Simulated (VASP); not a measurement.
Here is a VASP 6.6.1 calculation.

Contents of INCAR:

```
SYSTEM = BSe3
PREC = Accurate ; ENCUT = 600
EDIFF = 1E-6 ; ISMEAR = 0
SIGMA = 0.1 ; LREAL = .False.
LASPH = .True. ; NELM = 80
ALGO = Normal ; ISIF = 3
LWAVE = .False. ; LCHARG = .False.
GGA = PE ; IBRION = 2
NSW = 90 ; EDIFFG = -0.04
```

File KPOINTS:

```
Automatic mesh
0
Gamma
  4 4 4
  0 0 0
```

Contents of POSCAR:

```
BSe3
1.0
    4.3608044306      0.0000000000      0.0000000000
    0.0000000000      4.3608044306      0.0000000000
    0.0000000000      0.0000000000      4.3608044306
B Se
1 3
Direct
    0.0000000000      0.0000000000      0.0000000000
    0.0000000000      0.5000000000      0.5000000000
    0.5000000000      0.0000000000      0.5000000000
    0.5000000000      0.5000000000      0.0000000000
```

Potentials or basis: VASP PAW PBE potentials, release 64 (B, Se).

Command:

```bash
$ cat potpaw_PBE.64/B/POTCAR potpaw_PBE.64/Se/POTCAR > POTCAR
$ mpirun -np 1 vasp_std > vasp.out
```

**Question.** Predict the space group after relaxing (to 0.05 Å).

**Answer.** Pm-3m (No. 221).

**Question.** Estimate the relaxed cell.

**Answer.** a = 4.196 Å, b = 4.196 Å, c = 4.196 Å, α = 90.00°, β = 90.00°, γ = 90.00°.

**Question.** Estimate the relaxed volume.

**Answer.** 18.47 Å³/atom.

Final structure:
```yaml
crystal:
  lattice:
    - [4.19610, 0.00000, 0.00000]
    - [0.00000, 4.19610, 0.00000]
    - [0.00000, 0.00000, 4.19610]
  atoms:
    - { symbol: B, position: [0.00000, 0.00000, 0.00000] }
    - { symbol: Se, position: [0.00000, 0.50000, 0.50000] }
    - { symbol: Se, position: [0.50000, 0.00000, 0.50000] }
    - { symbol: Se, position: [0.50000, 0.50000, 0.00000] }
```

Caveat: the k points lie up to 0.37 Å⁻¹ apart in the final cell.
